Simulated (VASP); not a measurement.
# KF: single point with PBE

The system is KF.

```xyz
2
Lattice="0.0000 2.6544 2.6544 2.6544 0.0000 2.6544 2.6544 2.6544 0.0000" Properties=species:S:1:pos:R:3 pbc="T T T"
K     0.0000    0.0000    0.0000
F     3.1544    2.6544    2.6544
```

```yaml
Program: VASP 6.6.1
Task: single point
Functional: PBE
Potentials_or_basis: VASP PAW PBE potentials, release 64 (K_sv, F)
Cutoff: 520 eV
k_mesh: 6 × 6 × 6
Occupations: gaussian, width 0.1 eV
Spin: no spin polarisation
```

| Property | Result |
| --- | --- |
| Pressure | 7.5 GPa |
| Largest force | 2.128 eV/Å |
| Band gap on the k mesh | 6.13 eV, indirect (least direct gap 6.22 eV) |

Forces in eV/Å, atoms in the order of the input:
```
K    2.128  0.000  0.000
F   -2.128  0.000  0.000
```

Stress tensor (GPa, compression positive):
```
19.44  0.00  0.00
 0.00  1.49  0.00
 0.00  0.00  1.49
```

Levels at points of the mesh, in eV from the valence-band top:
| k point | band 4 | band 5 | band 6 | band 7 | band 8 | band 9 | band 10 | band 11 | band 12 | band 13 |
| --- | --- | --- | --- | --- | --- | --- | --- | --- | --- | --- |
| (0.00, 0.00, 0.00) | -9.20 | -9.20 | -0.29 | -0.29 | -0.08 | 6.13 | 10.83 | 11.21 | 11.21 | 12.49 |
| (0.50, 0.00, 0.00) | -9.31 | -9.26 | -0.89 | -0.48 | -0.30 | 9.04 | 10.38 | 12.18 | 12.32 | 14.04 |
| (0.50, 0.50, 0.00) | -9.42 | -9.41 | -0.46 | -0.33 | -0.01 | 8.84 | 10.01 | 11.96 | 13.95 | 14.39 |
| (0.00, 0.50, 0.50) | -9.45 | -9.45 | -0.18 | -0.18 | -0.03 | 8.21 | 9.60 | 11.81 | 13.85 | 14.37 |

Run time: 11 s on 1 thread of Intel(R) Xeon(R) 6975P-C (Granite Rapids), with other jobs on the host, peak memory 0.16 GiB.

Caveat: forces of over 1 eV/Å act on the atoms, so gaps and moduli don't describe the material at rest. A k mesh can miss the band edges.
